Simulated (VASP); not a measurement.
A run of VASP 6.6.1 is set up as follows.

Contents of INCAR:

```
PREC = Accurate ; ENCUT = 520
EDIFF = 1E-7 ; ISMEAR = 0
SIGMA = 0.1 ; LREAL = False
LASPH = True ; NELM = 100
ALGO = Normal ; ISIF = 2
LWAVE = False ; LCHARG = True
LDIPOL = True ; IDIPOL = 3
DIPOL = 0.5 0.5 0.283 ; GGA = PE
LELF = True ; LVHAR = True
LVACPOTAV = True ; NBANDS = 40
```

KPOINTS

```
regular mesh
0
Gamma
  4 4 1
```

The input POSCAR:

```
Na4H
1.0
    7.2665057608      0.0000000000      0.0000000000
   -2.4221685869      6.8509273320      0.0000000000
    0.0000000000      0.0000000000     20.9665385532
Na H
8 2
Direct
    0.2500000000      0.2500000000      0.1907801800
    0.2500000000      0.7500000000      0.1907801800
    0.7500000000      0.2500000000      0.1907801800
    0.7500000000      0.7500000000      0.1907801800
    0.0000000000      0.0000000000      0.3322693699
    0.0000000000      0.5000000000      0.3322693699
    0.5000000000      0.0000000000      0.3322693699
    0.5000000000      0.5000000000      0.3322693699
   -0.1028692503      0.7500000000      0.3689945545
    0.1028692503      0.7500000000      0.3689945545
```

Potentials or basis: VASP PAW PBE potentials, release 64 (Na_pv, H).

Launch:

```sh
$ cat potpaw_PBE.64/Na_pv/POTCAR potpaw_PBE.64/H/POTCAR > POTCAR
$ mpirun -np 1 vasp_std > vasp.out
```

Task: What does it give for the band gap on the k mesh?

Result: Zero (bands 29 and 30 overlap by 0.72 eV).

Task: Predict the largest force.

Result: 1.009 eV/Å.

Forces in eV/Å, atoms in the order of the input:
```
Na   0.030  0.015  0.031
Na   0.036  0.014 -0.022
Na  -0.030 -0.015  0.031
Na  -0.036 -0.014 -0.022
Na   0.156  0.576 -0.233
Na  -0.156 -0.576 -0.233
Na  -0.133 -0.158  0.080
Na   0.133  0.158  0.080
H   -0.110 -0.992  0.143
H    0.110  0.992  0.143
```
